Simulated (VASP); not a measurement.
# SiO2 (P1) in VASP: single point with PBE

Aim: the single point of SiO2 with PBE.

Program: VASP 6.6.1. These are calculated values, not measurements. Logs are shortened: lines on timing, memory, paths and dates and some standing lists are left out, and cuts for length are marked.

### 1 The cell of the first run

The typed cell holds 24 atoms: a = 7.108 Å, b = 7.108 Å, c = 7.372 Å, α = 90.00°, β = 90.00°, γ = 90.00°.

### 2 Single point, PBE

INCAR reads:

```
ALGO = Normal
EDIFF = 1E-6
ENCUT = 520
GGA = PE
ISIF = 2
ISMEAR = 0
LASPH = T
LCHARG = F
LREAL = Auto
LWAVE = F
NBANDS = 82
NELM = 80
PREC = Accurate
SIGMA = 0.02
```

KPOINTS reads:

```
Automatic mesh
0
Gamma
  2 2 2
  0.5 0.5 0.5
```

POSCAR reads:

```
SiO2
1.0
    5.0262964608     -5.0262964608      0.0000000000
   -5.0262964608     -5.0262964608      0.0000000000
    0.0000000000      0.0000000000     -7.3717295607
Si O
8 16
Direct
    0.4978939974      0.5009102760     -0.0012061390
   -0.0023015715      0.5006941290      0.4986313654
   -0.0021109710      1.0010227892      0.9985281501
    0.4976094645      1.0006388856      0.4986942471
    0.7477002263      0.2506427613      0.2487253876
    0.2479038275      0.2510586892      0.7486416772
    0.2475004482      0.7507570964      0.2485987359
    0.7478956827      0.7508232057      0.7486793873
    0.9187624701      0.3292478127      0.3740217593
    0.4191244165      0.3298503575      0.8736051446
    0.4184311054      0.8293998597      0.3740026385
    0.9191934101      0.8299216866      0.8733588930
    0.8266443156      0.0796624515      0.1235457554
    0.3266591908      0.0797234046      0.6238204745
    0.3265805408      0.5796443360      0.1236658437
    0.8266688631      0.5794848083      0.6238525335
    0.6689652257      0.4220019625      0.1238926805
    0.1691946168      0.4221828227      0.6234551332
    0.1690177505      0.9220642906      0.1235435907
    0.6689026219      0.9217919965      0.6235188352
    0.5763838474      0.1716218096      0.3734211909
    0.0766782032      0.1723672531      0.8736937874
    0.0760538743      0.6717792763      0.3732026341
    0.5768790817      0.6721608940      0.8739815616
```

Potentials or basis: VASP PAW PBE potentials, release 64 (Si, O).

Command:

```sh
> cat potpaw_PBE.64/Si/POTCAR potpaw_PBE.64/O/POTCAR > POTCAR
> mpirun -np 1 vasp_std > vasp.out
```

OUTCAR:

```text
EDIFF = 1E-6
   ENCUT = 520
   GGA = PE
   ISIF = 2
   ISMEAR = 0
   LASPH = T
   LREAL = Auto
   NELM = 80
   PREC = Accurate

 ion  position               nearest neighbor table
   1  0.498  0.501  0.999-  15 1.63  24 1.63  10 1.63  17 1.63   5 3.12   6 3.12   7 3.12   8 3.12

   2  0.998  0.501  0.499-  16 1.63   9 1.63  23 1.63  18 1.63   6 3.12   7 3.12   5 3.12   8 3.12

   3  0.998  0.001  0.999-  13 1.63  12 1.63  22 1.63  19 1.63   6 3.12   7 3.12   5 3.12   8 3.12

   4  0.498  0.001  0.499-  11 1.63  20 1.63  14 1.63  21 1.63   5 3.12   6 3.12   8 3.12   7 3.12

   5  0.748  0.251  0.249-  21 1.63  13 1.63  17 1.63   9 1.63   2 3.12   1 3.12   3 3.12   4 3.12

   6  0.248  0.251  0.749-  14 1.63  10 1.63  22 1.63  18 1.63   2 3.12   3 3.12   1 3.12   4 3.12

   7  0.248  0.751  0.249-  11 1.63  15 1.63  19 1.63  23 1.63   2 3.12   3 3.12   1 3.12   4 3.12

   8  0.748  0.751  0.749-  12 1.63  20 1.63  16 1.63  24 1.63   2 3.12   3 3.12   1 3.12   4 3.12

   9  0.919  0.329  0.374-   2 1.63   5 1.63
  10  0.419  0.330  0.874-   6 1.63   1 1.63
  11  0.418  0.829  0.374-   4 1.63   7 1.63
  12  0.919  0.830  0.873-   8 1.63   3 1.63
  13  0.827  0.080  0.124-   3 1.63   5 1.63
  14  0.327  0.080  0.624-   6 1.63   4 1.63
[... 8 lines left out ...]
  23  0.076  0.672  0.373-   7 1.63   2 1.63
  24  0.577  0.672  0.874-   1 1.63   8 1.63

  LATTYP: Found a simple tetragonal cell.
 ALAT       =     7.1082566234
 C/A-ratio  =     1.0370657605

  Lattice vectors:

 A1 = (   5.0262964608,  -5.0262964608,   0.0000000000)
 A2 = (  -5.0262964608,  -5.0262964608,   0.0000000000)
 A3 = (   0.0000000000,   0.0000000000,  -7.3717295607)

Analysis of symmetry for initial positions (statically):
=====================================================================
 Subroutine PRICEL returns:
 Original cell was already a primitive cell.

 Routine SETGRP: Setting up the symmetry group for a
 simple tetragonal supercell.

 Subroutine GETGRP returns: Found  1 space group operations
 (whereof  1 operations were pure point group operations)
 out of a pool of 16 trial point group operations.

The static configuration has the point symmetry C_1 .

Analysis of symmetry for dynamics (positions and initial velocities):
=====================================================================
 Subroutine PRICEL returns:
 Original cell was already a primitive cell.

 Routine SETGRP: Setting up the symmetry group for a
 simple tetragonal supercell.

 Subroutine GETGRP returns: Found  1 space group operations
 (whereof  1 operations were pure point group operations)
 out of a pool of 16 trial point group operations.

The dynamic configuration has the point symmetry C_1 .

 Subroutine INISYM returns: Found  1 space group operations
 (whereof  1 operations are pure point group operations),
 and found     1 'primitive' translations

----------------------------------------------------------------------------------------

                                     Primitive cell

  volume of cell :     372.4737

  direct lattice vectors                    reciprocal lattice vectors
     5.026296461 -5.026296461  0.000000000     0.099476822 -0.099476822  0.000000000
    -5.026296461 -5.026296461  0.000000000    -0.099476822 -0.099476822  0.000000000
     0.000000000  0.000000000 -7.371729561     0.000000000  0.000000000 -0.135653376

  length of vectors
     7.108256623  7.108256623  7.371729561     0.140681471  0.140681471  0.135653376

  position of ions in fractional coordinates (direct lattice)
     0.497893997  0.500910276  0.998793861
     0.997698429  0.500694129  0.498631365
     0.997889029  0.001022789  0.998528150
     0.497609465  0.000638886  0.498694247
     0.747700226  0.250642761  0.248725388
     0.247903827  0.251058689  0.748641677
[... 16 lines left out ...]
     0.076053874  0.671779276  0.373202634
     0.576879082  0.672160894  0.873981562

  ion indices of the primitive-cell ions
   primitive index   ion index
                 1           1
                 2           2
                 3           3
                 4           4
                 5           5
                 6           6
[... 16 lines left out ...]
                23          23
                24          24

----------------------------------------------------------------------------------------

 KPOINTS: Automatic mesh

Automatic generation of k-mesh.
 Grid dimensions read from file:
 generate k-points for:    2    2    2

 Generating k-lattice:

  Cartesian coordinates                     Fractional coordinates (reciprocal lattice)
     0.049738411 -0.049738411  0.000000000     0.500000000  0.000000000  0.000000000
    -0.049738411 -0.049738411  0.000000000     0.000000000  0.500000000  0.000000000
     0.000000000  0.000000000 -0.067826688     0.000000000  0.000000000  0.500000000

  Length of vectors
     0.070340736  0.070340736  0.067826688

  Shift w.r.t. Gamma in fractional coordinates (k-lattice)
     0.500000000  0.500000000  0.500000000

 Subroutine IBZKPT returns following result:
 ===========================================

 Found      4 irreducible k-points:

 Following reciprocal coordinates:
            Coordinates               Weight
  0.250000  0.250000  0.250000      2.000000
 -0.250000  0.250000  0.250000      2.000000
 -0.250000 -0.250000  0.250000      2.000000
  0.250000 -0.250000  0.250000      2.000000
   k-points           NKPTS =      4   k-points in BZ     NKDIM =      4   number of bands    NBANDS=     82
   number of dos      NEDOS =    301   number of ions     NIONS =     24
   total plane-waves  NPLWV = 163296
   dimension x,y,z NGX =    54 NGY =   54 NGZ =   56
   dimension x,y,z NGXF=   108 NGYF=  108 NGZF=  112
   ions per type =               8  16
   NGX,Y,Z   is equivalent  to a cutoff of  12.63, 12.63, 12.63 a.u.
   NGXF,Y,Z  is equivalent  to a cutoff of  25.26, 25.26, 25.26 a.u.
 SYSTEM =  unknown system
   PREC   = accura    normal or accurate (medium, high low for compatibility)
   ISTART =      0    job   : 0-new  1-cont  2-samecut
   ICHARG =      2    charge: 1-file 2-atom 10-const
   ISPIN  =      1    spin polarized calculation?
   LNONCOLLINEAR =      F non collinear calculations
   LSORBIT =      F    spin-orbit coupling
   LASPH  =      T    aspherical Exc in radial PAW
   ENCUT  =  520.0 eV  38.22 Ry    6.18 a.u.  13.22 13.22 13.71*2*pi/ulx,y,z
   NELM   =     80;   NELMIN=  2; NELMDL= -5     # of ELM steps
   EDIFF  = 0.1E-05   stopping-criterion for ELM
   LREAL  =      T    real-space projection
   EDIFFG = 0.1E-04   stopping-criterion for IOM
   NSW    =      0    number of steps for IOM
   IBRION =     -1    ionic relax: 0-MD 1-quasi-New 2-CG
   NFREE  =      0    steps in history (QN), initial steepest desc. (CG)
   ISIF   =      2    stress and relaxation
   ISYM   =      2    0-nonsym 1-usesym 2-fastsym
   POTIM  = 0.5000    time-step for ionic-motion
   TEBEG  =    0.0;   TEEND  =   0.0 temperature during run
   PSTRESS=    0.0 pullay stress
   NELECT =     128.0000    total number of electrons
   NUPDOWN=      -1.0000    fix difference up-down
   EMIN   =  10.00;   EMAX   =-10.00  energy-range for DOS
   EFERMI =   0.00;   METHOD = LEGACY
   ISMEAR =     0;   SIGMA  =   0.02  broadening in eV -4-tet -1-fermi 0-gaus
   EFERMI_NEDOS =   21; number of points for ismear=-14 and -15
   IALGO  =     38    algorithm
   IMIX   =      4    mixing-type and parameters
     AMIX     =   0.40;   BMIX     =  1.00
     AMIX_MAG =   1.60;   BMIX_MAG =  1.00
  volume/ion in A,a.u.               =      15.52       104.73
  Fermi-wavevector in a.u.,A,eV,Ry     =   1.146691  2.166931 17.890295  1.314900
  Thomas-Fermi vector in A             =   2.283374
   LORBIT       =      0    0 simple, 1 ext, 2 COOP (PROOUT), +10 PAW based schemes
   GGA     = PE    functional components
   LHFCALC =     F    Hartree Fock is set to
   AEXX    =    0.0000 exact exchange contribution
   IVDW    =     0    specifies the selected vdW correction
   LEPSILON=     F    determine dielectric tensor
   LRPA    =     F    only Hartree local field effects (RPA)
 non-spin polarized calculation
 Gauss-broadening in eV      SIGMA  =   0.02
  energy-cutoff  :      520.00
  volume of cell :      372.47
 maximum number of plane-waves:     10023
 NGX is ok and might be reduce to    54
   NGX = 27   NGY = 27   NGZ = 27

 number of electron     128.0000004 magnetization

 Free energy of the ion-electron system (eV)
  ---------------------------------------------------
  ext. energy  EPLUGINS =         0.00000000
  ---------------------------------------------------
  free energy    TOTEN  =      -189.97927070 eV

  energy without entropy =     -189.97927070  energy(sigma->0) =     -189.97927070

 E-fermi :  -0.5477     XC(G=0):  -8.0114

 val. band max:       -0.7238055985   @ k =   0.2500  -0.2500   0.2500
 cond. band min:       5.9559413178   @ k =  -0.2500   0.2500   0.2500
 fundamental gap:      6.6797469163
 Fermi energy:        -0.5476524563

 k-point     1 :       0.2500    0.2500    0.2500
  band No.  band energies     occupation
      1     -19.5672      2.00000
      2     -19.1894      2.00000
      3     -19.1893      2.00000
      4     -19.1862      2.00000
      5     -18.5081      2.00000
      6     -18.5081      2.00000
[... 68 lines left out ...]
     75       8.9102      0.00000
     76       8.9107      0.00000

 k-point     2 :      -0.2500    0.2500    0.2500
  band No.  band energies     occupation
      1     -19.5672      2.00000
      2     -19.1894      2.00000
      3     -19.1893      2.00000
      4     -19.1863      2.00000
      5     -18.5081      2.00000
      6     -18.5081      2.00000
[... 68 lines left out ...]
     75       8.9105      0.00000
     76       8.9108      0.00000

 k-point     3 :      -0.2500   -0.2500    0.2500
  band No.  band energies     occupation
      1     -19.5672      2.00000
      2     -19.1894      2.00000
      3     -19.1893      2.00000
      4     -19.1862      2.00000
      5     -18.5081      2.00000
      6     -18.5081      2.00000
[... 68 lines left out ...]
     75       8.9094      0.00000
     76       8.9099      0.00000

 k-point     4 :       0.2500   -0.2500    0.2500
  band No.  band energies     occupation
      1     -19.5672      2.00000
      2     -19.1894      2.00000
      3     -19.1893      2.00000
      4     -19.1862      2.00000
      5     -18.5081      2.00000
      6     -18.5081      2.00000
[... 68 lines left out ...]
     75       8.9093      0.00000
     76       8.9097      0.00000
 [bands above 76 left out]

------------------------ aborting loop because EDIFF is reached ----------------------------------------

  FORCE on cell =-STRESS in cart. coord.  units (eV):
  Direction    XX          YY          ZZ          XY          YZ          ZX
  --------------------------------------------------------------------------------------
  -------------------------------------------------------------------------------------
  Total        0.2880351      0.2791690      0.4070656     -0.0112456      0.0317910      0.0132250
  in kB        1.2389691      1.2008318      1.7509728     -0.0483723      0.1367474      0.0568866
  external PRESSURE =       1.3969246 kB  Pullay stress =       0.0000000 kB

 VOLUME and BASIS-vectors are now :
 -----------------------------------------------------------------------------
  energy-cutoff  :      520.00
  volume of cell :      372.47
      direct lattice vectors                 reciprocal lattice vectors
     5.026296461 -5.026296461  0.000000000     0.099476822 -0.099476822  0.000000000
    -5.026296461 -5.026296461  0.000000000    -0.099476822 -0.099476822  0.000000000
     0.000000000  0.000000000 -7.371729561     0.000000000  0.000000000 -0.135653376

 POSITION                                       TOTAL-FORCE (eV/Angst)
 -----------------------------------------------------------------------------------
     -0.01516     -5.02029     -7.36284        -0.003004      0.001399      0.000861
      2.49809     -7.53137     -3.67578        -0.003527      0.001832     -0.000096
      5.01055     -5.02083     -7.36088        -0.002225      0.001493      0.000248
      2.49792     -2.50434     -3.67624        -0.003725      0.000892      0.000306
      2.49836     -5.01797     -1.83354         0.000746     -0.001299      0.000942
     -0.01586     -2.50793     -5.51878        -0.000274     -0.000181      0.000700
[... 16 lines left out ...]
     -2.99429     -3.75883     -2.75115         0.005338     -0.002645     -0.000093
     -0.47891     -6.27805     -6.44276         0.005858     -0.001377      0.000653
 -----------------------------------------------------------------------------------
    total drift:                                0.022692     -0.019091      0.002176

  FREE ENERGIE OF THE ION-ELECTRON SYSTEM (eV)
  ---------------------------------------------------
  free  energy   TOTEN  =      -189.9792707024 eV

  energy  without entropy=     -189.9792707024  energy(sigma->0) =     -189.97927070
```

Run time: 80 s. Hardware: 1 thread of AMD EPYC 9R45 (Zen 5), shared host; peak memory 0.36 GiB.

Results:

```
Free energy            : -189.9793 eV
Pressure               : 0.1 GPa
Largest force          : 0.006 eV/Å
Band gap on the k mesh : 6.68 eV
```

Forces on the atoms (eV/Å):
```
Si  -0.003  0.001  0.001
Si  -0.004  0.002  0.000
Si  -0.002  0.001  0.000
Si  -0.004  0.001  0.000
Si   0.001 -0.001  0.001
Si   0.000  0.000  0.001
Si   0.001 -0.001  0.001
Si   0.000 -0.001  0.001
O   -0.002  0.000  0.001
O   -0.002  0.000 -0.001
O    0.001 -0.001  0.001
O   -0.002  0.001 -0.001
O    0.000 -0.003 -0.003
O    0.000 -0.003 -0.003
O   -0.001 -0.003 -0.003
O    0.000 -0.004 -0.003
O   -0.001  0.003  0.002
O    0.000  0.005  0.002
O   -0.002  0.004  0.000
O   -0.002  0.003  0.002
O    0.005 -0.002  0.001
O    0.006  0.000  0.000
O    0.005 -0.003  0.000
O    0.006 -0.001  0.001
```

Levels at points of the mesh, in eV from the valence-band top:
```csv
k point,band 62,band 63,band 64,band 65,band 66,band 67
"(0.25, 0.25, 0.25)",-0.13,-0.11,0.00,6.68,8.26,8.32
```

A k mesh can miss the band edges.
